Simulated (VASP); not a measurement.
Write the native input for VASP 6.6.1 that does the following.

```
Task                   : single point
Functional             : PBEsol
Potentials or basis    : VASP PAW PBE potentials, release 64 (Ge_d)
Cutoff                 : 520 eV
k mesh                 : 20 × 20 × 18
Occupations            : gaussian, width 0.15 eV
Spin                   : no spin polarisation
Dipole correction      : no
Further INCAR settings : ALGO = Normal; EDIFF = 1e-06; NBANDS = 13
```

The structure of Ge lies in POSCAR:

```
Ge
1.0
    1.5019351750     -2.7955547000      0.0000000000
    1.5019351750      2.7955547000      0.0000000000
    0.0000000000      0.0000000000      2.6982310000
Ge
1
Direct
    0.5000000000      0.5000000000      0.0000000000
```

This cell differs from its parent crystal: strain +0.0750 x Voigt [1, 1, 0, 0, 0, 0].

These files were run (other wordings do the same):

INCAR

```
  ALGO = Normal
  EDIFF = 1E-6
  ENCUT = 520
  GGA = PS
  ISIF = 2
  ISMEAR = 0
  LASPH = T
  LCHARG = F
  LREAL = F
  LWAVE = F
  NBANDS = 13
  NELM = 80
  PREC = Accurate
  SIGMA = 0.15
```

KPOINTS

```
k-points
0
Gamma
  20 20 18
```

Potentials or basis: VASP PAW PBE potentials, release 64 (Ge_d).

Command:

```console
$ cat potpaw_PBE.64/Ge_d/POTCAR > POTCAR
$ mpirun -np 1 vasp_std > vasp.out
```

It gave:

```json
{"Pressure": "-9.6 GPa", "Band gap on the k mesh": "zero (bands 7 and 8 overlap by 7.81 eV)"}
```

Caveat: the cell differs from its parent crystal (strain +0.0750 x Voigt [1, 1, 0, 0, 0, 0]); the cell stands under tension; the PAW data sets were made with another functional, which shifts forces and pressure a little.

It took 52 s on 1 thread of Intel(R) Xeon(R) 6975P-C (Granite Rapids) (shared host), peak memory 0.39 GiB.
